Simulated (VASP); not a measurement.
**HfB: electric field gradients with PBE**

Crystal: HfB.

```
Hf B
1.0
     0.00000    2.31000    2.31000
     2.31000    0.00000    2.31000
     2.31000    2.31000    0.00000
Hf B
1 1
Direct
  0.50000 0.50000 0.50000
  0.00000 0.00000 0.00000
```

```
Program                : VASP 6.6.1
Task                   : electric field gradients
Functional             : PBE
Potentials or basis    : VASP PAW PBE potentials, release 64 (Hf_pv, B)
Cutoff                 : 520 eV
k mesh                 : 15 × 15 × 15
Occupations            : fermi-dirac, width 0.05 eV
Spin                   : no spin polarisation
Dipole correction      : no
Further INCAR settings : ALGO = Normal; EDIFF = 1e-08; NBANDS = 14
```

```yaml
Pressure: 30.7 GPa
```

Levels at points of the mesh, in eV from the Fermi level:
```
           k point  band 5  band 6  band 7  band 8  band 9  band 10
(0.00, 0.00, 0.00)    2.18    2.18    2.18    3.94    3.94     3.94
```

Run time: 53 s on 1 thread of Intel Xeon 8259CL, with other jobs on the host, peak memory 0.17 GiB.

Caveat: without QUAD_EFG the Cq values of the log hold for a quadrupole moment of 1 mb, not for the nuclei; spin-orbit coupling is left out, which moves the levels of the heavy elements.
